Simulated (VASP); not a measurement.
A run of VASP 6.6.1:

File INCAR:

```
SYSTEM = NaH
PREC = Accurate
ENCUT = 500
EDIFF = 1E-6
ISMEAR = 0
SIGMA = 0.01
LREAL = .FALSE.
LASPH = .TRUE.
NELM = 120
ALGO = Normal
ISIF = 2
LWAVE = .FALSE.
LCHARG = .FALSE.
GGA = PS
NBANDS = 11
GGA_COMPAT = .FALSE.
```

File KPOINTS:

```
Automatic mesh
0
G
  6 6 6
  0 0 0
```

The input POSCAR:

```
NaH
1.0
    0.0000000000      2.3975116422      2.3975116422
    2.3975116422      0.0000000000      2.3975116422
    2.3975116422      2.3975116422      0.0000000000
Na H
1 1
Direct
    0.0000000000      0.0000000000      0.0000000000
    0.5000000000      0.5000000000      0.5000000000
```

Potentials or basis: VASP PAW PBE potentials, release 64 (Na_pv, H).

Command:

```sh
$ cat potpaw_PBE.64/Na_pv/POTCAR potpaw_PBE.64/H/POTCAR > POTCAR
$ mpirun -np 1 vasp_std > vasp.out
```

Hardware: 1 thread of AMD EPYC 7R43 64-Core Processor (Zen 3), on a shared host.

Estimate the wall time of this run.

Run time: 13 s on 1 thread of AMD EPYC 7R43 64-Core Processor (Zen 3), on a shared host, peak memory 0.11 GiB. Counts: scf iterations 11, k points 16.
